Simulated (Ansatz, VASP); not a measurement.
**Two plane-wave programs on SrTiC**

File INCAR:

```
SYSTEM = SrTiC
  PREC = Accurate
  ENCUT = 600
  EDIFF = 1E-6
  ISMEAR = 0
  SIGMA = 0.1
  LREAL = .False.
  LASPH = .True.
  NELM = 100
  ALGO = Normal
  ISIF = 3
  LWAVE = .False.
  LCHARG = .False.
  GGA = PE
  IBRION = 2
  NSW = 90
  EDIFFG = -0.04
```

KPOINTS

```
Automatic mesh
0
Gamma
  6 6 4
  0 0 0
```

POSCAR

```
SrTiC
1.0
    3.0976997747      0.0000000000      0.0000000000
    0.0000000000      3.0976997747      0.0000000000
    0.0000000000      0.0000000000      5.5787360887
Sr Ti C
1 1 1
Direct
    0.5000000000      0.5000000000      0.0000000000
    0.0000000000      0.0000000000      0.5000000000
    0.5000000000      0.5000000000      0.5000000000
```

Input for Ansatz:

```yaml
crystal:
  lattice:
    - [3.0976997747, 0.0, 0.0]
    - [0.0, 3.0976997747, 0.0]
    - [0.0, 0.0, 5.5787360887]
  atoms:
    - { symbol: Sr, position: [0.5, 0.5, 0.0] }
    - { symbol: Ti, position: [0.0, 0.0, 0.5] }
    - { symbol: C, position: [0.5, 0.5, 0.5] }
basis:
  ecutwfc: 420
kpoints:
  mp_grid: { grid: [6, 6, 4] }
hamiltonian:
  xc: pbe
scf:
  occupations: { method: gaussian, width: 0.1 }
  lower_state_search: "off"
output:
  forces: true
  stress: true
  eigenvalues: true
relax:
  adjacent_minimum: "off"
  f_tol: 0.04
  max_steps: 70
  cell: { stress_tol: 0.4 }
```

Alike in both runs: task relaxation of cell and atoms; functional PBE; k mesh 6 × 6 × 4; occupations gaussian, width 0.1 eV; no spin polarisation.

|  | VASP | Ansatz |
| --- | --- | --- |
| version | VASP 6.6.1 | Ansatz 0.2.0 |
| potentials or method | VASP PAW PBE potentials, release 64 (Sr_sv, Ti_sv, C), cutoff 600 eV | scalar-relativistic, plane waves, PAW |
| valence electrons in the cell | 26 | 26 |

|  | VASP | Ansatz | Ansatz less VASP |
| --- | --- | --- | --- |
| gap on the k mesh at the Fermi level, each at its own relaxed structure (eV) | none | none | - |
| relaxed volume (Å³/atom) | 18.01 | 17.97 | -0.038 |
| relaxed cell length with the largest relative difference (Å) | 3.107 | 3.102 | -0.0051 |

A gap of «none» marks a metal or a gap that the smearing closes.
